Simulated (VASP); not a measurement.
# HfN (Fm-3m) in VASP: a series of runs

HfN is run at these levels: r2SCAN; tasks: single point.

All numbers are computed with VASP 6.6.1; they aren't measurements. Logs are shortened: lines on timing, memory, paths and dates and some standing lists are left out, and cuts for length are marked.

## 1. The cell of the first run

The structure is cubic, space group Fm-3m (No. 225). The conventional cell has a = 4.525 Å, b = 4.525 Å, c = 4.525 Å, α = 90.00°, β = 90.00°, γ = 90.00°. Within 3.0 Å of Hf (site symmetry m-3m) lie 6 N at 2.26 Å. N (site symmetry m-3m) has 6 Hf at 2.26 Å within 3.0 Å.

## 2. Single point, r2SCAN

POSCAR reads:

```
HfN
1.0
    0.0000000000      2.2623875418      2.2623875418
    2.2623875418      0.0000000000      2.2623875418
    2.2623875418      2.2623875418      0.0000000000
Hf N
1 1
Direct
    0.5000000000      0.5000000000      0.5000000000
    0.0000000000      0.0000000000      0.0000000000
```

INCAR.step1 reads:

```
SYSTEM = HfN
PREC = Accurate
ENCUT = 520
ISMEAR = 0
SIGMA = 0.05
LREAL = .FALSE.
LASPH = .TRUE.
NELM = 80
NBANDS = 14
GGA = PE
ALGO = Normal
EDIFF = 1E-4
LWAVE = .TRUE.
LCHARG = .FALSE.
```

INCAR.step2 reads:

```
SYSTEM = HfN
PREC = Accurate
ENCUT = 520
EDIFF = 1E-6
ISMEAR = 0
SIGMA = 0.05
LREAL = .FALSE.
LASPH = .TRUE.
NELM = 80
ALGO = Normal
ISIF = 2
LWAVE = .FALSE.
LCHARG = .FALSE.
METAGGA = R2SCAN
LMIXTAU = .TRUE.
NBANDS = 14
ISTART = 1
```

KPOINTS reads:

```
Automatic mesh
0
G
  12 12 12
  0 0 0
```

Potentials or basis: VASP PAW PBE potentials, release 64 (Hf_pv, N).

Started as:

```bash
$ cat potpaw_PBE.64/Hf_pv/POTCAR potpaw_PBE.64/N/POTCAR > POTCAR
$ cp INCAR.step1 INCAR
$ mpirun -np 1 vasp_std > vasp.out
$ cp INCAR.step2 INCAR
$ mpirun -np 1 vasp_std > vasp.out
```

OUTCAR:

```text
SYSTEM = HfN
   PREC = Accurate
   ENCUT = 520
   EDIFF = 1E-6
   ISMEAR = 0
   LREAL = .FALSE.
   LASPH = .TRUE.
   NELM = 80
   ISIF = 2
   METAGGA = R2SCAN
   ISTART = 1

 ion  position               nearest neighbor table
   1  0.500  0.500  0.500-   2 2.26   2 2.26   2 2.26   2 2.26   2 2.26   2 2.26
   2  0.000  0.000  0.000-   1 2.26   1 2.26   1 2.26   1 2.26   1 2.26   1 2.26

  LATTYP: Found a face centered cubic cell.
 ALAT       =     4.5247750836

  Lattice vectors:

 A1 = (   0.0000000000,   2.2623875418,   2.2623875418)
 A2 = (   2.2623875418,   0.0000000000,   2.2623875418)
 A3 = (   2.2623875418,   2.2623875418,   0.0000000000)

Analysis of symmetry for initial positions (statically):
=====================================================================
 Subroutine PRICEL returns:
 Original cell was already a primitive cell.

 Routine SETGRP: Setting up the symmetry group for a
 face centered cubic supercell.

 Subroutine GETGRP returns: Found 48 space group operations
 (whereof 48 operations were pure point group operations)
 out of a pool of 48 trial point group operations.

The static configuration has the point symmetry O_h .

Analysis of symmetry for dynamics (positions and initial velocities):
=====================================================================
 Subroutine PRICEL returns:
 Original cell was already a primitive cell.

 Routine SETGRP: Setting up the symmetry group for a
 face centered cubic supercell.

 Subroutine GETGRP returns: Found 48 space group operations
 (whereof 48 operations were pure point group operations)
 out of a pool of 48 trial point group operations.

The dynamic configuration has the point symmetry O_h .

 Subroutine INISYM returns: Found 48 space group operations
 (whereof 48 operations are pure point group operations),
 and found     1 'primitive' translations

----------------------------------------------------------------------------------------

                                     Primitive cell

  volume of cell :      23.1596

  direct lattice vectors                    reciprocal lattice vectors
     0.000000000  2.262387542  2.262387542    -0.221005460  0.221005460  0.221005460
     2.262387542  0.000000000  2.262387542     0.221005460 -0.221005460  0.221005460
     2.262387542  2.262387542  0.000000000     0.221005460  0.221005460 -0.221005460

  length of vectors
     3.199499145  3.199499145  3.199499145     0.382792686  0.382792686  0.382792686

  position of ions in fractional coordinates (direct lattice)
     0.500000000  0.500000000  0.500000000
     0.000000000  0.000000000  0.000000000

  ion indices of the primitive-cell ions
   primitive index   ion index
                 1           1
                 2           2

----------------------------------------------------------------------------------------

 KPOINTS: Automatic mesh

Automatic generation of k-mesh.
 Grid dimensions read from file:
 generate k-points for:   12   12   12

 Generating k-lattice:

  Cartesian coordinates                     Fractional coordinates (reciprocal lattice)
    -0.018417122  0.018417122  0.018417122     0.083333333  0.000000000  0.000000000
     0.018417122 -0.018417122  0.018417122     0.000000000  0.083333333  0.000000000
     0.018417122  0.018417122 -0.018417122     0.000000000  0.000000000  0.083333333

  Length of vectors
     0.031899390  0.031899390  0.031899390

  Shift w.r.t. Gamma in fractional coordinates (k-lattice)
     0.000000000  0.000000000  0.000000000

 Subroutine IBZKPT returns following result:
 ===========================================

 Found     72 irreducible k-points:

 Following reciprocal coordinates:
            Coordinates               Weight
  0.000000  0.000000  0.000000      1.000000
  0.083333  0.000000  0.000000      8.000000
  0.166667  0.000000  0.000000      8.000000
  0.250000  0.000000  0.000000      8.000000
  0.333333  0.000000  0.000000      8.000000
  0.416667  0.000000  0.000000      8.000000
[... 16 lines left out ...]
  0.500000  0.166667  0.000000     24.000000
 -0.416667  0.166667  0.000000     24.000000
 [... further k-points ...]
   k-points           NKPTS =     72   k-points in BZ     NKDIM =     72   number of bands    NBANDS=     14
   number of dos      NEDOS =    301   number of ions     NIONS =      2
   total plane-waves  NPLWV =  13824
   dimension x,y,z NGX =    24 NGY =   24 NGZ =   24
   dimension x,y,z NGXF=    48 NGYF=   48 NGZF=   48
   ions per type =               1   1
   NGX,Y,Z   is equivalent  to a cutoff of  12.47, 12.47, 12.47 a.u.
   NGXF,Y,Z  is equivalent  to a cutoff of  24.94, 24.94, 24.94 a.u.
 SYSTEM =  HfN
   PREC   = accura    normal or accurate (medium, high low for compatibility)
   ISTART =      1    job   : 0-new  1-cont  2-samecut
   ICHARG =      0    charge: 1-file 2-atom 10-const
   ISPIN  =      1    spin polarized calculation?
   LNONCOLLINEAR =      F non collinear calculations
   LSORBIT =      F    spin-orbit coupling
   LASPH  =      T    aspherical Exc in radial PAW
   ENCUT  =  520.0 eV  38.22 Ry    6.18 a.u.   5.95  5.95  5.95*2*pi/ulx,y,z
   NELM   =     80;   NELMIN=  2; NELMDL=  0     # of ELM steps
   EDIFF  = 0.1E-05   stopping-criterion for ELM
   LREAL  =      F    real-space projection
   EDIFFG = 0.1E-04   stopping-criterion for IOM
   NSW    =      0    number of steps for IOM
   IBRION =     -1    ionic relax: 0-MD 1-quasi-New 2-CG
   NFREE  =      0    steps in history (QN), initial steepest desc. (CG)
   ISIF   =      2    stress and relaxation
   ISYM   =      2    0-nonsym 1-usesym 2-fastsym
   POTIM  = 0.5000    time-step for ionic-motion
   TEBEG  =    0.0;   TEEND  =   0.0 temperature during run
   PSTRESS=    0.0 pullay stress
   NELECT =      15.0000    total number of electrons
   NUPDOWN=      -1.0000    fix difference up-down
   EMIN   =  10.00;   EMAX   =-10.00  energy-range for DOS
   EFERMI =   0.00;   METHOD = LEGACY
   ISMEAR =     0;   SIGMA  =   0.05  broadening in eV -4-tet -1-fermi 0-gaus
   EFERMI_NEDOS =   21; number of points for ismear=-14 and -15
   IALGO  =     38    algorithm
   IMIX   =      4    mixing-type and parameters
     AMIX     =   0.40;   BMIX     =  1.00
     AMIX_MAG =   1.60;   BMIX_MAG =  1.00
  volume/ion in A,a.u.               =      11.58        78.14
  Fermi-wavevector in a.u.,A,eV,Ry     =   1.416429  2.676663 27.296989  2.006272
  Thomas-Fermi vector in A             =   2.537765
   LORBIT       =      0    0 simple, 1 ext, 2 COOP (PROOUT), +10 PAW based schemes
   METAGGA = R2SCAN    functional components
   LHFCALC =     F    Hartree Fock is set to
   AEXX    =    0.0000 exact exchange contribution
   IVDW    =     0    specifies the selected vdW correction
   LEPSILON=     F    determine dielectric tensor
   LRPA    =     F    only Hartree local field effects (RPA)
 non-spin polarized calculation
 Gauss-broadening in eV      SIGMA  =   0.05
  energy-cutoff  :      520.00
  volume of cell :       23.16
 maximum number of plane-waves:       636
   NGX = 11   NGY = 11   NGZ = 11

 number of electron      15.0000000 magnetization

 Free energy of the ion-electron system (eV)
  ---------------------------------------------------
  ext. energy  EPLUGINS =         0.00000000
  ---------------------------------------------------
  free energy    TOTEN  =       -58.24272048 eV

  energy without entropy =      -58.24251953  energy(sigma->0) =      -58.24262001

 E-fermi :   8.5144     XC(G=0): -13.5348

 val. band max:        8.4699990807   @ k =  -0.0833   0.0833   0.0000
 cond. band min:       8.5716572733   @ k =  -0.1667   0.2500   0.0833
 fundamental gap:      0.1016581925
 Fermi energy:         8.5144444109

 k-point     1 :       0.0000    0.0000    0.0000
  band No.  band energies     occupation
      1     -24.0577      2.00000
      2     -24.0577      2.00000
      3     -24.0577      2.00000
      4     -10.1880      2.00000
      5       5.0626      2.00000
      6       5.0626      2.00000
      7       5.0626      2.00000
      8       8.1557      2.00000
      9       8.1557      2.00000
     10       8.1557      2.00000
     11      10.4930      0.00000
     12      10.4930      0.00000
     13      10.5081      0.00000
     14      18.5363      0.00000

 k-point     2 :       0.0833    0.0000    0.0000
  band No.  band energies     occupation
      1     -24.1279      2.00000
      2     -24.0633      2.00000
      3     -24.0633      2.00000
      4     -10.0303      2.00000
      5       4.4012      2.00000
      6       4.6731      2.00000
      7       4.6731      2.00000
      8       8.3239      2.00000
      9       8.3885      1.99963
     10       8.3885      1.99963
     11      11.0122      0.00000
     12      11.0215      0.00000
     13      11.0215      0.00000
     14      19.0797      0.00000

 k-point     3 :       0.1667    0.0000    0.0000
  band No.  band energies     occupation
      1     -24.3142      2.00000
      2     -24.0784      2.00000
      3     -24.0784      2.00000
      4      -9.5925      2.00000
      5       3.0505      2.00000
      6       3.8645      2.00000
      7       3.8645      2.00000
      8       8.6158      0.00414
      9       8.9877      0.00000
     10       8.9877      0.00000
     11      12.1815      0.00000
     12      12.3103      0.00000
     13      12.3103      0.00000
     14      19.4514      0.00000
[... 324 lines left out ...]
 k-point    23 :       0.5000    0.1667    0.0000
  band No.  band energies     occupation
      1     -24.8970      2.00000
      2     -24.2736      2.00000
      3     -24.1949      2.00000
      4      -7.9723      2.00000
      5       0.0485      2.00000
      6       2.1043      2.00000
      7       2.3798      2.00000
      8       9.3739      0.00000
      9      12.1992      0.00000
     10      12.6030      0.00000
     11      14.7847      0.00000
     12      16.1170      0.00000
     13      17.6546      0.00000
     14      19.4483      0.00000

 k-point    24 :      -0.4167    0.1667    0.0000
  band No.  band energies     occupation
      1     -24.9077      2.00000
      2     -24.3049      2.00000
      3     -24.1725      2.00000
      4      -7.8710      2.00000
      5      -0.1213      2.00000
      6       2.1172      2.00000
      7       2.1930      2.00000
      8      10.6335      0.00000
      9      11.3711      0.00000
     10      12.0320      0.00000
     11      14.8556      0.00000
     12      17.2344      0.00000
     13      17.2920      0.00000
     14      19.4496      0.00000

 [... further k-points ...]
[... 5 lines left out ...]
  --------------------------------------------------------------------------------------
  -------------------------------------------------------------------------------------
  Total       -0.3826765     -0.3826765     -0.3826765      0.0000000     -0.0000000      0.0000000
  in kB      -26.4735012    -26.4735012    -26.4735012      0.0000000     -0.0000000      0.0000000
  external PRESSURE =     -26.4735012 kB  Pullay stress =       0.0000000 kB

 VOLUME and BASIS-vectors are now :
 -----------------------------------------------------------------------------
  energy-cutoff  :      520.00
  volume of cell :       23.16
      direct lattice vectors                 reciprocal lattice vectors
     0.000000000  2.262387542  2.262387542    -0.221005460  0.221005460  0.221005460
     2.262387542  0.000000000  2.262387542     0.221005460 -0.221005460  0.221005460
     2.262387542  2.262387542  0.000000000     0.221005460  0.221005460 -0.221005460

 POSITION                                       TOTAL-FORCE (eV/Angst)
 -----------------------------------------------------------------------------------
      2.26239      2.26239      2.26239        -0.000000      0.000000      0.000000
      0.00000      0.00000      0.00000         0.000000      0.000000     -0.000000
 -----------------------------------------------------------------------------------
    total drift:                                0.000000     -0.000000     -0.000000

  FREE ENERGIE OF THE ION-ELECTRON SYSTEM (eV)
  ---------------------------------------------------
  free  energy   TOTEN  =       -58.2427204814 eV

  energy  without entropy=      -58.2425195308  energy(sigma->0) =      -58.24262001
```

It took 57 s on 1 thread of Intel Xeon 6975P-C (Granite Rapids), shared host; peak memory 0.15 GiB.

Results:

| Quantity | Value |
| --- | --- |
| Free energy | -58.2427 eV |
| Pressure | -2.6 GPa |

Levels at points of the mesh, in eV from the Fermi level:
```
           k point  band 6  band 7  band 8  band 9  band 10  band 11
(0.00, 0.00, 0.00)   -3.45   -3.45   -0.36   -0.36    -0.36     1.98
(0.50, 0.00, 0.00)   -6.65   -6.65    3.34    3.73     3.73     4.56
(0.50, 0.50, 0.00)   -4.16   -4.16   -3.89    4.09     5.50     5.50
```

Caveat: the PAW data sets were made with another functional, which shifts forces and pressure a little; spin-orbit coupling is left out, which moves the levels of the heavy elements.

## 3. Single point, r2SCAN

This run uses another cell than the first one, of 11.77 Å³/atom, 1.016 times its volume.

POSCAR reads:

```
HfN
1.0
    0.0000000000      2.2745866194      2.2745866194
    2.2745866194      0.0000000000      2.2745866194
    2.2745866194      2.2745866194      0.0000000000
Hf N
1 1
Direct
    0.5000000000      0.5000000000      0.5000000000
    0.0000000000      0.0000000000      0.0000000000
```

INCAR.step1 reads:

```
PREC     = Accurate       # precision mode
ENCUT    = 520            # plane-wave cutoff, eV
ISMEAR   = 0              # smearing method
SIGMA    = 0.05           # smearing width, eV
LREAL    = False          # projectors in reciprocal space
LASPH    = True           # aspherical terms in the spheres
NELM     = 60             # most SCF steps
NBANDS   = 14             # bands
GGA      = PE             # functional
ALGO     = Normal         # electronic algorithm
EDIFF    = 1E-4           # SCF threshold, eV
LWAVE    = True           # write WAVECAR
LCHARG   = False          # write CHGCAR
```

INCAR.step2 reads:

```
PREC     = Accurate       # precision mode
ENCUT    = 520            # plane-wave cutoff, eV
EDIFF    = 1E-6           # SCF threshold, eV
ISMEAR   = 0              # smearing method
SIGMA    = 0.05           # smearing width, eV
LREAL    = False          # projectors in reciprocal space
LASPH    = True           # aspherical terms in the spheres
NELM     = 60             # most SCF steps
ALGO     = Normal         # electronic algorithm
ISIF     = 2              # what is computed and relaxed
LWAVE    = False          # write WAVECAR
LCHARG   = False          # write CHGCAR
METAGGA  = R2SCAN         # meta-GGA
LMIXTAU  = True         
NBANDS   = 14             # bands
ISTART   = 1
```

KPOINTS reads:

```
Automatic mesh
0
Gamma
  12 12 12
```

Potentials or basis: VASP PAW PBE potentials, release 64 (Hf_pv, N).

Started as:

```bash
$ cat potpaw_PBE.64/Hf_pv/POTCAR potpaw_PBE.64/N/POTCAR > POTCAR
$ cp INCAR.step1 INCAR
$ mpirun -np 1 vasp_std > vasp.out
$ cp INCAR.step2 INCAR
$ mpirun -np 1 vasp_std > vasp.out
```

It took 46 s on 1 thread of Intel Xeon 6975P-C (Granite Rapids), shared host; peak memory 0.15 GiB.

Results (log left out):

| Quantity | Value |
| --- | --- |
| Free energy | -58.2318 eV |
| Pressure | -7.0 GPa |

Levels at points of the mesh, in eV from the Fermi level:
```tsv
k point	band 4	band 5	band 6	band 7	band 8	band 9	band 10	band 11	band 12	band 13
(0.00, 0.00, 0.00)	-18.60	-3.43	-3.43	-3.43	-0.35	-0.35	-0.35	1.84	1.94	1.94
(0.50, 0.00, 0.00)	-16.04	-9.25	-6.57	-6.57	3.27	3.65	3.65	4.48	8.80	8.80
(0.50, 0.50, 0.00)	-17.56	-5.96	-4.15	-4.15	-3.82	4.01	5.38	5.38	5.54	8.20
```

Caveat: the PAW data sets were made with another functional, which shifts forces and pressure a little; spin-orbit coupling is left out, which moves the levels of the heavy elements.
